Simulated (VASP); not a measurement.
Set up this calculation in VASP 6.6.1, as the native input.

- Task: single point
- Functional: PBE
- Potentials or basis: VASP PAW PBE potentials, release 64 (Al, As)
- Cutoff: 500 eV
- k mesh: 6 × 6 × 6
- Occupations: gaussian, width 0.01 eV
- Spin: no spin polarisation
- Dipole correction: no
- Further INCAR settings: ALGO = Normal; EDIFF = 1e-06; NBANDS = 11

The structure of AlAs lies in POSCAR:

```
AlAs
1.0
    0.0000000000      2.8305000000      2.8305000000
    2.8305000000      0.0000000000      2.8305000000
    2.8305000000      2.8305000000      0.0000000000
Al As
1 1
Direct
    0.0000000000      0.0000000000      0.0000000000
    0.2500000000      0.2500000000      0.2500000000
```

These files were run (other wordings do the same):

INCAR

```
SYSTEM = AlAs
PREC = Accurate
ENCUT = 500
EDIFF = 1E-6
ISMEAR = 0
SIGMA = 0.01
LREAL = .FALSE.
LASPH = .TRUE.
NELM = 120
ALGO = Normal
ISIF = 2
LWAVE = .FALSE.
LCHARG = .FALSE.
GGA = PE
NBANDS = 11
GGA_COMPAT = .FALSE.
```

KPOINTS

```
Automatic mesh
0
G
  6 6 6
  0 0 0
```

Potentials or basis: VASP PAW PBE potentials, release 64 (Al, As).

Launch:

```console
$ cat potpaw_PBE.64/Al/POTCAR potpaw_PBE.64/As/POTCAR > POTCAR
$ mpirun -np 1 vasp_std > vasp.out
```

It gave:

```yaml
Pressure: 2.8 GPa
Band_gap_on_the_k_mesh: 1.43 eV, indirect (least direct gap 2.06 eV)
```

Run time: 18 s on 1 thread of Intel Xeon 8259CL, with other jobs on the host, peak memory 0.16 GiB.
